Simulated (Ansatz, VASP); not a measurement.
# Two plane-wave programs on C

```
C
1.0
     1.23278   -2.13416    0.00000
     1.23278    2.13416    0.00000
     0.00000    0.00000    6.80663
C
4
Direct
  0.08331 0.91669 0.74998
  0.58331 0.41669 0.25002
  0.91669 0.08331 0.25002
  0.41669 0.58331 0.74998
```

Alike in both runs: functional PBE; dispersion D3(BJ); k mesh 18 × 18 × 6; occupations gaussian, width 0.1 eV; no spin polarisation.

Ansatz relaxed the structure, and its values are those at the end. VASP's run is a single point on that final structure, the one shown.

|  | VASP | Ansatz |
| --- | --- | --- |
| version | VASP 6.6.1 | Ansatz 0.2.0 |
| potentials or method | VASP PAW PBE potentials, release 64 (C), cutoff 520 eV | scalar-relativistic, plane waves, PAW |
| valence electrons in the cell | 16 | 16 |

|  | VASP | Ansatz | Ansatz less VASP |
| --- | --- | --- | --- |
| gap on the k mesh at the Fermi level (eV) | none | none | - |
| pressure (GPa) | 0.4 | 0.0 | -0.44 |

A gap of «none» marks a metal or a gap that the smearing closes.
